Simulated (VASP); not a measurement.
Write the native input for VASP 6.6.1 that does the following.

```
Task                   : single point
Functional             : PBE
Potentials or basis    : VASP PAW PBE potentials, release 64 (Al, B, N)
Cutoff                 : 520 eV
k mesh                 : 4 × 4 × 6
Occupations            : gaussian, width 0.1 eV
Spin                   : collinear spin, ferromagnetic start
Starting moments       : [0.0, 0.0, 0.0, 0.0, 1.0, 1.0] μB
Dipole correction      : no
Further INCAR settings : ALGO = Normal; EDIFF = 1e-06; NBANDS = 24
```

The structure of Al3BN2 lies in POSCAR:

```
Al3BN2
1.0
    3.2695105000     -3.5089674400      0.0000000000
    3.2695105000      3.5089674400      0.0000000000
    0.0000000000      0.0000000000      3.5287367300
Al B N
3 1 2
Direct
    0.0000000000      0.0000000000      0.5000000000
    0.8161750700      0.8161750700      0.0000000000
    0.1838249300      0.1838249300      0.0000000000
    0.5000000000      0.5000000000      0.5000000000
    0.1509892300      0.8490107700      0.0000000000
    0.8490107700      0.1509892300      0.0000000000
```

The cell was built from a structure type or drawn by symmetry, and may not be a known phase.

The input as run:

INCAR

```
SYSTEM = Al3BN2
  PREC = Accurate
  ENCUT = 520
  EDIFF = 1E-6
  ISMEAR = 0
  SIGMA = 0.1
  LREAL = .False.
  LASPH = .True.
  NELM = 150
  ALGO = Normal
  ISIF = 2
  LWAVE = .False.
  LCHARG = .False.
  ISPIN = 2
  MAGMOM = 0 0 0 0 1 1
  LORBIT = 11
  GGA = PE
  NBANDS = 24
```

KPOINTS

```
Automatic mesh
0
Gamma
  4 4 6
  0 0 0
```

Potentials or basis: VASP PAW PBE potentials, release 64 (Al, B, N).

Command:

```bash
$ cat potpaw_PBE.64/Al/POTCAR potpaw_PBE.64/B/POTCAR potpaw_PBE.64/N/POTCAR > POTCAR
$ mpirun -np 1 vasp_std > vasp.out
```

It gave:

```json
{
 "Pressure": "47.7 GPa",
 "Largest force": "17.451 eV/Å",
 "Band gap on the k mesh": "zero (filled and empty bands overlap)",
 "Net moment": "0.00 μB per cell",
 "Valence electrons inside the program's atomic spheres": "Al 0.95, 1.07 (each value once); B 1.39; N 3.95"
}
```

Caveat: the cell stands under pressure; forces of over 1 eV/Å act on the atoms, so gaps and moduli don't describe the material at rest.

Run time: 46 s on 1 thread of Intel(R) Xeon(R) 6975P-C (Granite Rapids) (shared host), peak memory 0.25 GiB.
